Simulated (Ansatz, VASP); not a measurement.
One calculation of Cu3Au, two programs

Contents of INCAR:

```
PREC     = Accurate       # precision mode
ENCUT    = 600            # plane-wave cutoff, eV
EDIFF    = 1E-7           # SCF threshold, eV
ISMEAR   = 0              # smearing method
SIGMA    = 0.1            # smearing width, eV
LREAL    = F              # projectors in reciprocal space
LASPH    = T              # aspherical terms in the spheres
NELM     = 120            # most SCF steps
ALGO     = Normal         # electronic algorithm
ISIF     = 3              # what is computed and relaxed
LWAVE    = F              # write WAVECAR
LCHARG   = F              # write CHGCAR
GGA      = PE             # functional
IBRION   = 2              # ionic algorithm
NSW      = 80             # ionic steps
EDIFFG   = -0.015         # ionic threshold
GGA_COMPAT= F            
NELMIN   = 4
```

File KPOINTS:

```
regular mesh
0
Gamma
  8 8 8
```

File POSCAR:

```
Cu3Au
1.0
   -3.7806998538      3.7806998538      0.0000000000
    0.0000000000      3.7806998538     -3.7806998538
   -3.7806998538      0.0000000000     -3.7806998538
Cu Au
6 2
Direct
    0.0000000000      0.5000000000      0.0000000000
    0.5000000000      0.0000000000      0.5000000000
    0.5000000000      0.0000000000      0.0000000000
    0.0000000000      0.5000000000      0.5000000000
    0.0000000000      0.0000000000      0.5000000000
    0.5000000000      0.5000000000      0.0000000000
    0.0000000000      0.0000000000      0.0000000000
    0.5000000000      0.5000000000      0.5000000000
```

Input for Ansatz:

```yaml
crystal:
  lattice:
    - [-3.7806998538, 3.7806998538, 0.0]
    - [0.0, 3.7806998538, -3.7806998538]
    - [-3.7806998538, 0.0, -3.7806998538]
  atoms:
    - { symbol: Cu, position: [0.0, 0.5, 0.0] }
    - { symbol: Cu, position: [0.5, 0.0, 0.5] }
    - { symbol: Cu, position: [0.5, 0.0, 0.0] }
    - { symbol: Cu, position: [0.0, 0.5, 0.5] }
    - { symbol: Cu, position: [0.0, 0.0, 0.5] }
    - { symbol: Cu, position: [0.5, 0.5, 0.0] }
    - { symbol: Au, position: [0.0, 0.0, 0.0] }
    - { symbol: Au, position: [0.5, 0.5, 0.5] }
basis:
  ecutwfc: 420
kpoints:
  mp_grid: { grid: [8, 8, 8] }
hamiltonian:
  xc: pbe
scf:
  occupations: { method: gaussian, width: 0.1 }
output:
  forces: true
  stress: true
  eigenvalues: true
relax:
  adjacent_minimum: "off"
  f_tol: 0.015
  max_steps: 60
  cell: { stress_tol: 0.15 }
```

Alike in both runs: task relaxation of cell and atoms; functional PBE; k mesh 8 × 8 × 8; occupations gaussian, width 0.1 eV; no spin polarisation.

|  | VASP | Ansatz |
| --- | --- | --- |
| version | VASP 6.6.1 | Ansatz 0.2.0 |
| potentials or method | VASP PAW PBE potentials, release 64 (Cu, Au), cutoff 600 eV | scalar-relativistic, plane waves, PAW |
| valence electrons in the cell | 88 | 152 |

Ansatz gave:

| Item | Value |
| --- | --- |
| gap on the k mesh at the Fermi level, each at its own relaxed structure (eV) | none |
| relaxed volume (Å³/atom) | 13.51 |
| relaxed cell length with the largest relative difference (Å) | 5.347 |

Question: Which values does VASP return?

Answer: gap on the k mesh at the Fermi level, each at its own relaxed structure (eV): none; relaxed volume (Å³/atom): 13.54; relaxed cell length with the largest relative difference (Å): 5.351.

A gap of «none» marks a metal or a gap that the smearing closes. VASP's potentials hold 88 valence electrons a cell and Ansatz's 152, so a difference there can come from the potentials and not from the codes.

Neither program's run includes spin-orbit coupling.
